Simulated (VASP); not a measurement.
## Au3C: single point with PBE

The system is Au3C, a slab with vacuum.

```
Au C
1.0
     2.94020    0.00000    0.00000
    -1.47010    2.54629    0.00000
     0.00000    0.00000   21.89749
Au C
3 1
Direct
  0.66667 0.33333 0.18267
  0.33333 0.66667 0.29452
  0.00000 0.00000 0.40632
  0.33333 0.66667 0.50999
```

```json
{
  "Program": "VASP 6.6.1",
  "Task": "single point",
  "Functional": "PBE",
  "Potentials or basis": "VASP PAW PBE potentials, release 64 (Au, C)",
  "Cutoff": "520 eV",
  "k mesh": "9 × 9 × 1",
  "Occupations": "gaussian, width 0.1 eV",
  "Spin": "no spin polarisation",
  "Dipole correction": "yes",
  "Further INCAR settings": "ALGO = Normal; EDIFF = 1e-06; NBANDS = 26"
}
```

- Largest force: 1.372 eV/Å

Forces in eV/Å, atoms in the order of the input:
```
Au   0.000  0.000  0.137
Au   0.000  0.000  0.044
Au   0.000  0.000  1.191
C    0.000  0.000 -1.372
```

Levels at points of the mesh, in eV from the Fermi level:
| k point | band 15 | band 16 | band 17 | band 18 | band 19 | band 20 | band 21 | band 22 | band 23 | band 24 |
| --- | --- | --- | --- | --- | --- | --- | --- | --- | --- | --- |
| (0.00, 0.00, 0.00) | -2.45 | -2.45 | -2.18 | -1.92 | -1.92 | -0.33 | 2.52 | 2.52 | 3.11 | 5.06 |

Run time: 38 s on 1 thread of Intel(R) Xeon(R) 6975P-C (Granite Rapids) (shared host), peak memory 0.3 GiB.

Caveat: spin-orbit coupling is left out, which moves the levels of the heavy elements.
